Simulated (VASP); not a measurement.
Here is a VASP 6.6.1 calculation.

INCAR

```
PREC = Accurate
ENCUT = 500
EDIFF = 1E-6
ISMEAR = 0
SIGMA = 0.01
LREAL = False
LASPH = True
NELM = 120
ALGO = Normal
ISIF = 2
LWAVE = False
LCHARG = True
GGA = PE
LELF = True
LVHAR = True
NBANDS = 16
GGA_COMPAT = False
```

KPOINTS

```
Automatic mesh
0
Gamma
  2 2 2
```

POSCAR

```
GaAs
1.0
    0.0000000000      2.8270000000      2.8270000000
    2.8270000000      0.0000000000      2.8270000000
    2.8270000000      2.8270000000      0.0000000000
Ga As
1 1
Direct
    0.0000000000      0.0000000000      0.0000000000
    0.2500000000      0.2500000000      0.2500000000
```

Potentials or basis: VASP PAW PBE potentials, release 64 (Ga_d, As).

Command:

```console
$ cat potpaw_PBE.64/Ga_d/POTCAR potpaw_PBE.64/As/POTCAR > POTCAR
$ mpirun -np 1 vasp_std > vasp.out
```

(1) Estimate the band gap on the k mesh.

(2) Estimate the pressure.

Answers

(1) 0.45 eV, direct.

(2) 9.4 GPa.

Caveat: the k points lie up to 0.96 Å⁻¹ apart.
